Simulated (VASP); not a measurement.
# MgO (P1) in VASP: a series of runs

MgO is run at these levels: PBEsol; tasks: single point.

All numbers are computed with VASP 6.6.1; they aren't measurements. Logs are shortened: lines on timing, memory, paths and dates and some standing lists are left out, and cuts for length are marked.

**1. The cell of the first run**

The typed cell holds 16 atoms: a = 6.009 Å, b = 6.009 Å, c = 6.606 Å, α = 105.95°, β = 105.95°, γ = 113.32°.

**2. Single point, PBEsol**

File INCAR:

```
SYSTEM = MgO
ALGO = Normal ; EDIFF = 1E-7
ENCUT = 520 ; GGA = PS
ISIF = 2 ; ISMEAR = -1
LASPH = .True. ; LCHARG = .True.
LELF = .True. ; LREAL = Auto
LVHAR = .True. ; LWAVE = .False.
NBANDS = 46 ; NELM = 60
PREC = Accurate ; SIGMA = 0.0259
```

File KPOINTS:

```
Automatic mesh
0
Gamma
  2 2 2
  0.5 0.5 0.5
```

File POSCAR:

```
MgO
1.0
   -1.6514125472      2.8603304359     -5.0203150538
   -1.6514125472      2.8603304359      5.0203150538
    6.6056501886      0.0000000001      0.0000000000
Mg O
8 8
Direct
    0.3609961677      0.3798021587      0.2017074191
    0.8658233788      0.8819984593      0.1946706042
    0.3824835279      0.3741517799      0.6801498585
    0.8639102268      0.8619256900      0.7055659858
    0.9288214285      0.4333407717      0.3616608026
    0.4072742703      0.9285525112      0.3486223221
    0.9394207059      0.4393783833      0.8437473915
    0.4443373496      0.9611226454      0.8694326987
    0.1420411454      0.5510270313      0.1892445781
    0.6612541188      0.0517921693      0.1930660193
    0.1659910730      0.5602501940      0.6897281586
    0.6688335764      0.0665737645      0.7084878515
    0.7548322717      0.6648040573      0.3630133564
    0.2496201828      0.1555340558      0.3546869311
    0.7703982304      0.6470519876      0.8724487235
    0.2407160670      0.1382667198      0.8596021235
```

Potentials or basis: VASP PAW PBE potentials, release 64 (Mg, O).

On the command line:

```bash
> cat potpaw_PBE.64/Mg/POTCAR potpaw_PBE.64/O/POTCAR > POTCAR
> mpirun -np 1 vasp_std > vasp.out
```

OUTCAR:

```text
SYSTEM = MgO
   EDIFF = 1E-7
   ENCUT = 520
   GGA = PS
   ISIF = 2
   ISMEAR = -1
   LASPH = .True.
   LREAL = Auto
   NELM = 60
   PREC = Accurate

 ion  position               nearest neighbor table
   1  0.361  0.380  0.202-  14 1.92   9 1.96  13 2.02  16 2.05   6 3.04   5 3.13   3 3.14   5 3.15
                             8 3.16   7 3.17   6 3.20   2 3.26   4 3.29   4 3.32   2 3.35   3 3.47
   2  0.866  0.882  0.195-  10 1.88  14 1.96  15 1.97  13 1.98   6 3.00   5 3.02   8 3.13   4 3.20
                             1 3.26   6 3.27   3 3.27   7 3.28   5 3.29   3 3.34   1 3.35   4 3.41
   3  0.382  0.374  0.680-  14 1.91  15 1.98  11 2.03  16 2.16   6 3.04   7 3.04   4 3.12   1 3.14
                             5 3.16   8 3.17   8 3.23   7 3.25   2 3.27   2 3.34   1 3.47   4 3.49
   4  0.864  0.862  0.706-  15 1.94  16 1.94  12 2.01  13 2.01   7 3.07   8 3.10   3 3.12   7 3.14
                             5 3.16   2 3.20   8 3.20   1 3.29   1 3.32   6 3.33   2 3.41   3 3.49
   5  0.929  0.433  0.362-  10 1.94  11 1.96   9 1.99  13 2.04   2 3.02   1 3.13   1 3.15   7 3.16
                             3 3.16   4 3.16   8 3.21   6 3.26   2 3.29   6 3.35   8 3.40   7 3.45
   6  0.407  0.929  0.349-   9 1.92  14 1.94  10 2.08  12 2.15   2 3.00   1 3.04   3 3.04   1 3.20
                             7 3.25   5 3.26   2 3.27   8 3.29   4 3.33   8 3.33   5 3.35   7 3.36
   7  0.939  0.439  0.844-  15 1.90  12 1.92  11 1.95   9 2.03   3 3.04   4 3.07   4 3.14   5 3.16
                             1 3.17   6 3.25   3 3.25   2 3.28   8 3.30   8 3.31   6 3.36   5 3.45
   8  0.444  0.961  0.869-  16 1.91  10 1.96  12 1.96  11 2.04   4 3.10   2 3.13   1 3.16   3 3.17
                             4 3.20   5 3.21   3 3.23   6 3.29   7 3.30   7 3.31   6 3.33   5 3.40
   9  0.142  0.551  0.189-   6 1.92   1 1.96   5 1.99   7 2.03
  10  0.661  0.052  0.193-   2 1.88   5 1.94   8 1.96   6 2.08
  11  0.166  0.560  0.690-   7 1.95   5 1.96   3 2.03   8 2.04
  12  0.669  0.067  0.708-   7 1.92   8 1.96   4 2.01   6 2.15
  13  0.755  0.665  0.363-   2 1.98   4 2.01   1 2.02   5 2.04
  14  0.250  0.156  0.355-   3 1.91   1 1.92   6 1.94   2 1.96
  15  0.770  0.647  0.872-   7 1.90   4 1.94   2 1.97   3 1.98
  16  0.241  0.138  0.860-   8 1.91   4 1.94   1 2.05   3 2.16

  LATTYP: Found a face centered orthorhombic cell.
 ALAT       =     6.6056501886
 B/A-ratio  =     1.5200063311
 C/A-ratio  =     1.7320508076

  Lattice vectors:

 A1 = (   4.9542376414,   2.8603304360,   5.0203150538)
 A2 = (   3.3028250942,   5.7206608719,   0.0000000000)
 A3 = (  -1.6514125472,   2.8603304359,   5.0203150538)

Analysis of symmetry for initial positions (statically):
=====================================================================
 Subroutine PRICEL returns:
 Original cell was already a primitive cell.

 Routine SETGRP: Setting up the symmetry group for a
 face centered orthorhombic supercell.

 Subroutine GETGRP returns: Found  1 space group operations
[... 138 lines left out ...]
   EFERMI =   0.00;   METHOD = LEGACY
   ISMEAR =    -1;   SIGMA  =   0.03  broadening in eV -4-tet -1-fermi 0-gaus
   EFERMI_NEDOS =   21; number of points for ismear=-14 and -15
   IALGO  =     38    algorithm
   IMIX   =      4    mixing-type and parameters
     AMIX     =   0.40;   BMIX     =  1.00
     AMIX_MAG =   1.60;   BMIX_MAG =  1.00
  volume/ion in A,a.u.               =      11.86        80.01
  Fermi-wavevector in a.u.,A,eV,Ry     =   1.139648  2.153622 17.671201  1.298797
  Thomas-Fermi vector in A             =   2.276351
   LORBIT       =      0    0 simple, 1 ext, 2 COOP (PROOUT), +10 PAW based schemes
   GGA     = PS    functional components
   LHFCALC =     F    Hartree Fock is set to
   AEXX    =    0.0000 exact exchange contribution
   IVDW    =     0    specifies the selected vdW correction
   LEPSILON=     F    determine dielectric tensor
   LRPA    =     F    only Hartree local field effects (RPA)
 non-spin polarized calculation
  energy-cutoff  :      520.00
  volume of cell :      189.71
 maximum number of plane-waves:      5138
 NGX is ok and might be reduce to    48
   NGX = 23   NGY = 23   NGZ = 25

 number of electron      63.9999993 magnetization

 Free energy of the ion-electron system (eV)
  ---------------------------------------------------
  ext. energy  EPLUGINS =         0.00000000
  ---------------------------------------------------
  free energy    TOTEN  =       -97.45391586 eV

  energy without entropy =      -97.45391586  energy(sigma->0) =      -97.45391586

 E-fermi :   1.5194     XC(G=0):  -9.9581

 val. band max:        0.8582029153   @ k =  -0.2500  -0.2500   0.2500
 cond. band min:       5.6294388371   @ k =  -0.2500   0.2500   0.2500
 fundamental gap:      4.7712359219
 Fermi energy:         1.5193607514

 k-point     1 :       0.2500    0.2500    0.2500
  band No.  band energies     occupation
      1     -15.1022      2.00000
      2     -14.8169      2.00000
      3     -14.6553      2.00000
      4     -14.5028      2.00000
      5     -14.4143      2.00000
      6     -14.2662      2.00000
[... 177 lines left out ...]
     43      11.2171      0.00000
     44      11.6847      0.00000
 [bands above 44 left out]

------------------------ aborting loop because EDIFF is reached ----------------------------------------

  FORCE on cell =-STRESS in cart. coord.  units (eV):
  Direction    XX          YY          ZZ          XY          YZ          ZX
  --------------------------------------------------------------------------------------
  -------------------------------------------------------------------------------------
  Total       -1.4644171      0.3774902      4.4965737     -0.3905977      0.6393108      0.0326278
  in kB      -12.3675202      3.1880381     37.9751549     -3.2987354      5.3992057      0.2755530
  external PRESSURE =       9.5985576 kB  Pullay stress =       0.0000000 kB

 VOLUME and BASIS-vectors are now :
 -----------------------------------------------------------------------------
  energy-cutoff  :      520.00
  volume of cell :      189.71
      direct lattice vectors                 reciprocal lattice vectors
    -1.651412547  2.860330436 -5.020315054    -0.000000000  0.174804978 -0.099595343
    -1.651412547  2.860330436  5.020315054    -0.000000000  0.174804978  0.099595343
     6.605650189  0.000000000  0.000000000     0.151385552  0.087402489  0.000000000

 POSITION                                       TOTAL-FORCE (eV/Angst)
 -----------------------------------------------------------------------------------
      0.10904      2.11893      0.09441        -1.137447      0.130138     -0.186202
     -1.60045      4.99935      0.08120         0.367381     -0.601341     -0.958237
      3.24332      2.16423     -0.04183         1.723430     -0.315779      0.446000
      1.81065      4.93646     -0.00996        -0.892640      0.283416      0.422747
      0.13951      3.89623     -2.48747        -0.534907      0.575991      0.511072
      0.09688      3.82091      2.61698         0.089733      1.145329     -1.043356
[... 8 lines left out ...]
      3.42230      4.05438     -0.61924        -0.310570     -0.503752      1.015282
      5.05237      1.08402     -0.51433        -0.208948      0.989433      0.657219
 -----------------------------------------------------------------------------------
    total drift:                               -0.000331      0.000215     -0.007616

  FREE ENERGIE OF THE ION-ELECTRON SYSTEM (eV)
  ---------------------------------------------------
  free  energy   TOTEN  =       -97.4539158650 eV

  energy  without entropy=      -97.4539158650  energy(sigma->0) =      -97.45391586
```

Wall time 78 s (1 thread of AMD EPYC 9R14 (Zen 4), shared host); peak memory 0.29 GiB.

Results:

- Free energy: -97.4539 eV
- Pressure: 1.0 GPa
- Largest force: 1.808 eV/Å
- Band gap on the k mesh: 4.77 eV (least direct gap 4.87 eV)

Forces in eV/Å, atoms in the order of the input:
```
Mg  -1.137  0.130 -0.186
Mg   0.367 -0.601 -0.958
Mg   1.723 -0.316  0.446
Mg  -0.893  0.283  0.423
Mg  -0.535  0.576  0.511
Mg   0.090  1.145 -1.043
Mg   0.831  0.479 -0.922
Mg  -0.188 -0.458 -0.503
O   -0.079  0.054 -0.127
O    0.466 -0.316  1.157
O   -0.097  0.363 -0.218
O   -0.794 -0.993  0.229
O    0.612 -0.697 -0.306
O    0.153 -0.135 -0.174
O   -0.311 -0.504  1.015
O   -0.209  0.989  0.657
```

Stress tensor (GPa, compression positive):
```
-1.24 -0.33  0.03
-0.33  0.32  0.54
 0.03  0.54  3.80
```

Caveat: the k points lie up to 0.63 Å⁻¹ apart; the atoms stand as in a frame of molecular dynamics; the PAW data sets were made with another functional, which shifts forces and pressure a little; a shifted mesh leaves out Γ, where band edges can lie. A k mesh can miss the band edges.

**3. Single point, PBEsol**

File INCAR:

```
PREC = Accurate
ENCUT = 520
EDIFF = 1E-7
ISMEAR = -1
SIGMA = 0.0259
LREAL = Auto
LASPH = True
NELM = 60
ALGO = Normal
ISIF = 2
LWAVE = False
LCHARG = False
GGA = PS
NBANDS = 46
```

KPOINTS is that of step 2.

File POSCAR:

```
MgO
1.0
   -1.6514125472      2.8603304359     -5.0203150538
   -1.6514125472      2.8603304359      5.0203150538
    6.6056501886      0.0000000001      0.0000000000
Mg O
8 8
Direct
    0.3814988693      0.4050382286      0.1723043455
    0.8856961859      0.8987011466      0.1952745161
    0.3874774026      0.3872180564      0.6823199341
    0.8769834993      0.8754622800      0.6738228367
    0.9754104438      0.4692880246      0.3614216783
    0.4481454598      0.9764724615      0.3535274869
    0.9566036029      0.4536040953      0.8436663353
    0.4592511478      0.9608274379      0.8479104152
    0.1678984741      0.5963604285      0.1935088454
    0.6862178030      0.0988841460      0.1920928558
    0.1778742572      0.5828661707      0.6978137135
    0.6786906568      0.0898513174      0.6871536835
    0.7744666406      0.6653019778      0.3445394316
    0.2562296019      0.1661422279      0.3320724042
    0.7505153200      0.6781178716      0.8453629270
    0.2579305636      0.1651013298      0.8374830666
```

Potentials or basis: VASP PAW PBE potentials, release 64 (Mg, O).

On the command line:

```bash
> cat potpaw_PBE.64/Mg/POTCAR potpaw_PBE.64/O/POTCAR > POTCAR
> mpirun -np 1 vasp_std > vasp.out
```

OUTCAR:

```text
PREC = Accurate
   ENCUT = 520
   EDIFF = 1E-7
   ISMEAR = -1
   LREAL = Auto
   LASPH = True
   NELM = 60
   ISIF = 2
   GGA = PS

 ion  position               nearest neighbor table
   1  0.381  0.405  0.172-  13 1.98  16 2.00  14 2.04   9 2.04   7 3.03   6 3.13   5 3.13   8 3.21
                             3 3.22   2 3.22   6 3.24   4 3.26   5 3.26   4 3.36   2 3.39   3 3.39
   2  0.886  0.899  0.195-  14 1.90  13 1.94  10 2.01  15 2.05   6 3.05   5 3.07   8 3.16   4 3.22
[... 416 lines left out ...]
  Total       -0.8826688      4.1239187     -2.4145237     -2.5543115     -0.0879031      0.0043806
  in kB       -7.4544498     34.8279518    -20.3915064    -21.5720641     -0.7423727      0.0369960
  external PRESSURE =       2.3273319 kB  Pullay stress =       0.0000000 kB

 VOLUME and BASIS-vectors are now :
 -----------------------------------------------------------------------------
  energy-cutoff  :      520.00
  volume of cell :      189.71
      direct lattice vectors                 reciprocal lattice vectors
    -1.651412547  2.860330436 -5.020315054    -0.000000000  0.174804978 -0.099595343
    -1.651412547  2.860330436  5.020315054    -0.000000000  0.174804978  0.099595343
     6.605650189  0.000000000  0.000000000     0.151385552  0.087402489  0.000000000

 POSITION                                       TOTAL-FORCE (eV/Angst)
 -----------------------------------------------------------------------------------
     -0.16071      2.24976      0.11817         0.408980     -0.382368     -0.469286
     -1.65686      5.10397      0.06529        -0.812115     -0.796739      0.096450
      3.22783      2.21588     -0.00130        -0.236344     -0.521652      0.344098
      1.55703      5.01257     -0.00764         0.149603      0.239227      0.466297
      0.00163      4.13231     -2.54089         0.133911     -0.375935      0.499840
     -0.01735      4.07488      2.65237        -0.553637      0.474935     -0.609928
[... 8 lines left out ...]
      3.22491      4.08636     -0.36346         0.316886      0.341957     -0.797488
      4.83352      1.21001     -0.46603         0.313257      0.095788     -0.058077
 -----------------------------------------------------------------------------------
    total drift:                                0.002994     -0.000560      0.006304

  FREE ENERGIE OF THE ION-ELECTRON SYSTEM (eV)
  ---------------------------------------------------
  free  energy   TOTEN  =       -97.6643575442 eV

  energy  without entropy=      -97.6643575442  energy(sigma->0) =      -97.66435754
```

OSZICAR:

```text
N       E                     dE             d eps       ncg     rms          rms(c)
DAV:   1     0.337622656553E+03    0.33762E+03   -0.30681E+04   368   0.124E+03
DAV:   2    -0.825720089232E+02   -0.42019E+03   -0.40259E+03   468   0.267E+02
DAV:   3    -0.112981581847E+03   -0.30410E+02   -0.30205E+02   448   0.754E+01
DAV:   4    -0.113257558081E+03   -0.27598E+00   -0.27566E+00   424   0.812E+00
DAV:   5    -0.113259951640E+03   -0.23936E-02   -0.23934E-02   422   0.741E-01    0.219E+01
DAV:   6    -0.980702374582E+02    0.15190E+02   -0.64234E+01   414   0.341E+01    0.773E+00
DAV:   7    -0.977867253510E+02    0.28351E+00   -0.11091E+00   404   0.540E+00    0.431E+00
DAV:   8    -0.976710559468E+02    0.11567E+00   -0.37136E-01   412   0.437E+00    0.839E-01
DAV:   9    -0.976623302802E+02    0.87257E-02   -0.41581E-02   448   0.985E-01    0.227E-01
DAV:  10    -0.976644185776E+02   -0.20883E-02   -0.41129E-03   404   0.280E-01    0.148E-01
DAV:  11    -0.976643384724E+02    0.80105E-04   -0.11364E-03   424   0.177E-01    0.193E-02
DAV:  12    -0.976643566067E+02   -0.18134E-04   -0.46340E-05   418   0.394E-02    0.147E-02
DAV:  13    -0.976643581465E+02   -0.15399E-05   -0.11701E-05   424   0.198E-02    0.790E-03
DAV:  14    -0.976643576001E+02    0.54645E-06   -0.17282E-06   448   0.103E-02    0.314E-03
DAV:  15    -0.976643575513E+02    0.48747E-07   -0.14214E-06   424   0.574E-03    0.105E-03
DAV:  16    -0.976643575442E+02    0.71545E-08   -0.45796E-08   256   0.162E-03
   1 F= -.97664358E+02 E0= -.97664358E+02  d E =-.352933E-11
```

stdout:

```text
POSCAR found type information on POSCAR MgO
 POSCAR found :  2 types and      16 ions
 scaLAPACK will be used
 -----------------------------------------------------------------------------
|                                                                             |
|                                                                             |
|     You enforced a specific xc type in the INCAR file but a different       |
|     I HOPE YOU KNOW WHAT YOU ARE DOING!                                     |
|                                                                             |
 -----------------------------------------------------------------------------

 LDA part: xc-table for (Slater+PW92), standard interpolation
 POSCAR, INCAR and KPOINTS ok, starting setup
 FFT: planning ... GRIDC
 FFT: planning ... GRID_SOFT
 FFT: planning ... GRID
 WAVECAR not read
 entering main loop
```

Wall time 78 s (1 thread of AMD EPYC 9R14 (Zen 4), shared host); peak memory 0.29 GiB.

Results:

- Free energy: -97.6644 eV
- Pressure: 0.2 GPa
- Largest force: 1.519 eV/Å
- Band gap on the k mesh: 4.82 eV (least direct gap 4.96 eV)

Forces in eV/Å, atoms in the order of the input:
```
Mg   0.409 -0.382 -0.469
Mg  -0.812 -0.797  0.096
Mg  -0.236 -0.522  0.344
Mg   0.150  0.239  0.466
Mg   0.134 -0.376  0.500
Mg  -0.554  0.475 -0.610
Mg   0.863  0.689  1.042
Mg   0.496  0.576  0.095
O   -1.000  0.288 -0.973
O    0.223 -0.813 -0.252
O   -0.788  0.175 -0.300
O   -0.331 -0.875 -0.289
O    0.402 -0.256  0.513
O    0.414  1.140  0.690
O    0.317  0.342 -0.797
O    0.313  0.096 -0.058
```

Stress tensor (GPa, compression positive):
```
-0.75 -2.16  0.00
-2.16  3.48 -0.07
 0.00 -0.07 -2.04
```

Caveat: the k points lie up to 0.63 Å⁻¹ apart; the atoms stand as in a frame of molecular dynamics; the PAW data sets were made with another functional, which shifts forces and pressure a little; a shifted mesh leaves out Γ, where band edges can lie.
